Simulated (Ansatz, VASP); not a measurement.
**GaP in VASP and in Ansatz**

```
Ga P
1.0
     1.94228    1.12138    6.43505
    -1.94228    1.12138    6.43505
     0.00000   -2.24275    6.43505
Ga P
2 2
Direct
  0.43558 0.43558 0.43558
  0.56442 0.56442 0.56442
  0.05751 0.05751 0.05751
  0.94249 0.94249 0.94249
```

Alike in both runs: functional PBE; k mesh 12 × 12 × 12; occupations gaussian, width 0.02 eV; no spin polarisation.

Ansatz relaxed the structure, and its values are those at the end. VASP's run is a single point on that final structure, the one shown.

```csv
,VASP,Ansatz
version,VASP 6.6.1,Ansatz 0.2.0
potentials or method,"VASP PAW PBE potentials, release 64 (Ga_d, P), cutoff 520 eV","scalar-relativistic, plane waves, PAW"
valence electrons in the cell,36,36
```

```tsv
	VASP	Ansatz	Ansatz less VASP
gap on the k mesh at the Fermi level (eV)	0.81	0.80	-0.007
least direct gap on the mesh (eV)	1.13	1.14	+0.007
pressure (GPa)	0.0	0.0	+0.02
rms of the force components (eV/Å)	0.016	0.001	-0.0149
```
